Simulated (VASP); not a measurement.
# Re (I4/mmm) in VASP: further runs, part 2 of 2

VASP 6.6.1. Earlier steps stand in the parts before.

**3. Single point, PBE (strain -0.0050 x Voigt [0, 1, 0, 0, 0, 0])**

File INCAR:

```
SYSTEM = Re
PREC = Accurate
ENCUT = 520
EDIFF = 1E-7
ISMEAR = 0
SIGMA = 0.15
LREAL = .False.
LASPH = .True.
NELM = 100
ALGO = Normal
ISIF = 2
LWAVE = .False.
LCHARG = .False.
GGA = PE
NBANDS = 10
```

File KPOINTS:

```
Automatic mesh
0
Gamma
  20 20 20
  0 0 0
```

File POSCAR:

```
Re
1.0
    0.0000000000      1.9651250000      1.9750000000
    1.9750000000      0.0000000000      1.9750000000
    1.9750000000      1.9651250000      0.0000000000
Re
1
Direct
    0.0000000000      0.0000000000      0.0000000000
```

Potentials or basis: VASP PAW PBE potentials, release 64 (Re).

Command:

```bash
cat potpaw_PBE.64/Re/POTCAR > POTCAR
mpirun -np 1 vasp_std > vasp.out
```

It took 2.3 min on 1 thread of Intel Xeon 8259CL, shared host; peak memory 0.23 GiB.

The run converged. Its results:

```yaml
Free_energy: -12.3589 eV
Pressure: -8.2 GPa
Band_gap_on_the_k_mesh: zero (an odd number of electrons rules out a gap without spin polarisation)
```

Stress tensor (GPa, compression positive):
```
-8.64  0.00  0.00
 0.00 -7.30  0.00
 0.00  0.00 -8.64
```

Levels at points of the mesh, in eV from the Fermi level:
| k point | band 1 | band 2 | band 3 | band 4 | band 5 | band 6 | band 7 | band 8 | band 9 |
| --- | --- | --- | --- | --- | --- | --- | --- | --- | --- |
| (0.00, 0.00, 0.00) | -9.85 | -1.84 | -1.84 | -1.77 | 1.13 | 1.22 | 13.86 | 19.23 | 19.23 |
| (0.50, 0.00, 0.00) | -6.60 | -2.05 | -1.97 | 0.15 | 3.55 | 3.59 | 9.37 | 13.35 | 19.60 |
| (0.50, 0.50, 0.00) | -6.49 | -5.64 | 2.59 | 3.52 | 4.23 | 4.30 | 11.93 | 12.00 | 12.26 |
| (0.50, 0.00, 0.50) | -6.48 | -5.65 | 2.69 | 3.52 | 4.27 | 4.27 | 11.88 | 11.88 | 12.38 |

Caveat: the cell differs from its parent crystal (strain -0.0050 x Voigt [0, 1, 0, 0, 0, 0]); the cell stands under tension; spin-orbit coupling is left out, which moves the levels of the heavy elements.

**4. Single point, PBE (strain +0.0050 x Voigt [0, 1, 0, 0, 0, 0])**

File INCAR:

```
SYSTEM = Re
PREC = Accurate
ENCUT = 520
EDIFF = 1E-6
ISMEAR = 0
SIGMA = 0.15
LREAL = .False.
LASPH = .True.
NELM = 60
ALGO = Fast
ISIF = 2
LWAVE = .False.
LCHARG = .True.
GGA = PE
LELF = .True.
LVHAR = .True.
NBANDS = 10
```

File KPOINTS:

```
regular mesh
0
Gamma
  20 20 20
  0 0 0
```

File POSCAR:

```
Re
1.0
    0.0000000000      1.9848750000      1.9750000000
    1.9750000000      0.0000000000      1.9750000000
    1.9750000000      1.9848750000      0.0000000000
Re
1
Direct
    0.0000000000      0.0000000000      0.0000000000
```

Potentials or basis: VASP PAW PBE potentials, release 64 (Re).

Command:

```bash
cat potpaw_PBE.64/Re/POTCAR > POTCAR
mpirun -np 1 vasp_std > vasp.out
```

OUTCAR:

```text
SYSTEM = Re
   PREC = Accurate
   ENCUT = 520
   EDIFF = 1E-6
   ISMEAR = 0
   LREAL = .False.
   LASPH = .True.
   NELM = 60
   ISIF = 2
   GGA = PE

 ion  position               nearest neighbor table
   1  0.000  0.000  0.000-

  LATTYP: Found a body centered tetragonal cell.
 ALAT       =     2.7930717857
 C/A-ratio  =     1.4212846302

  Lattice vectors:

 A1 = (   0.0000000000,  -1.9848750000,   1.9750000000)
 A2 = (   0.0000000000,  -1.9848750000,  -1.9750000000)
 A3 = (   1.9750000000,   1.9848750000,   0.0000000000)

Analysis of symmetry for initial positions (statically):
=====================================================================
 Subroutine PRICEL returns:
 Original cell was already a primitive cell.

 Routine SETGRP: Setting up the symmetry group for a
 body centered tetragonal supercell.

 Subroutine GETGRP returns: Found 16 space group operations
 (whereof 16 operations were pure point group operations)
 out of a pool of 16 trial point group operations.

The static configuration has the point symmetry D_4h.

Analysis of symmetry for dynamics (positions and initial velocities):
[... 166 lines left out ...]
 k-point     1 :       0.0000    0.0000    0.0000
  band No.  band energies     occupation
      1      -2.2443      2.00000
      2       5.7009      2.00000
      3       5.7695      2.00000
      4       5.7695      2.00000
      5       8.6492      0.00000
      6       8.7424      0.00000
      7      21.3904      0.00000
      8      26.6527      0.00000
      9      26.8147      0.00000
     10      26.8147      0.00000
[... 287 lines left out ...]
 k-point    24 :      -0.3500    0.0500    0.0000
  band No.  band energies     occupation
      1       0.9997      2.00000
      2       5.7336      2.00000
      3       5.8557      2.00000
      4       5.9082      2.00000
      5       9.7981      0.00000
      6      10.6204      0.00000
      7      18.8584      0.00000
      8      22.4826      0.00000
      9      28.1619      0.00000
     10      29.7181      0.00000

 [... further k-points ...]

------------------------ aborting loop because EDIFF is reached ----------------------------------------

  FORCE on cell =-STRESS in cart. coord.  units (eV):
  Direction    XX          YY          ZZ          XY          YZ          ZX
  --------------------------------------------------------------------------------------
  -------------------------------------------------------------------------------------
  Total       -1.0696808     -1.1982841     -1.0696808      0.0000000     -0.0000000      0.0000000
  in kB     -110.6795653   -123.9861066   -110.6795653      0.0000000     -0.0000000      0.0000000
  external PRESSURE =    -115.1150791 kB  Pullay stress =       0.0000000 kB

 VOLUME and BASIS-vectors are now :
 -----------------------------------------------------------------------------
  energy-cutoff  :      520.00
  volume of cell :       15.48
      direct lattice vectors                 reciprocal lattice vectors
     0.000000000  1.984875000  1.975000000    -0.253164557  0.251905032  0.253164557
     1.975000000  0.000000000  1.975000000     0.253164557 -0.251905032  0.253164557
     1.975000000  1.984875000  0.000000000     0.253164557  0.251905032 -0.253164557

 POSITION                                       TOTAL-FORCE (eV/Angst)
 -----------------------------------------------------------------------------------
      0.00000      0.00000      0.00000         0.000000      0.000000      0.000000
 -----------------------------------------------------------------------------------
    total drift:                               -0.000000      0.000000      0.000000

  FREE ENERGIE OF THE ION-ELECTRON SYSTEM (eV)
  ---------------------------------------------------
  free  energy   TOTEN  =       -12.3496120991 eV

  energy  without entropy=      -12.3396271847  energy(sigma->0) =      -12.34461964
```

stdout:

```text
POSCAR found type information on POSCAR Re
 POSCAR found :  1 types and       1 ions
 scaLAPACK will be used
 LDA part: xc-table for (Slater+PW92), standard interpolation
 POSCAR, INCAR and KPOINTS ok, starting setup
 FFT: planning ... GRIDC
 FFT: planning ... GRID_SOFT
 FFT: planning ... GRID
 WAVECAR not read
 entering main loop
```

Run time: 2.3 min. Hardware: 1 thread of Intel Xeon 8259CL, shared host; peak memory 0.23 GiB.

Results:

```
Free energy            : -12.3496 eV
Pressure               : -11.5 GPa
Band gap on the k mesh : zero (an odd number of electrons rules out a gap without spin polarisation)
```

Caveat: the cell differs from its parent crystal (strain +0.0050 x Voigt [0, 1, 0, 0, 0, 0]); the cell stands under tension; spin-orbit coupling is left out, which moves the levels of the heavy elements.

**5. Overview**

```csv
cell,gap on the mesh (eV),pressure (GPa)
"a = 2.772, b = 2.793 Å, angles 59.8, 60.5, 59.8°, 1 atom",none,-4.7
"a = 2.786, b = 2.793 Å, angles 59.9, 60.2, 59.9°, 1 atom",none,-8.2
"a = 2.800, b = 2.793 Å, angles 60.1, 59.8, 60.1°, 1 atom",none,-11.5
```

Alike in all rows: task single point; level PBE; potentials or basis VASP PAW PBE potentials, release 64 (Re); no spin polarisation; k mesh 20 × 20 × 20; cutoff (eV) 520; smearing gaussian 0.15 eV.

Caveats: the cell stands under tension; spin-orbit coupling is left out, which moves the levels of the heavy elements.

Total energies depend on the potentials used, so only differences within one code and one set of settings carry meaning.
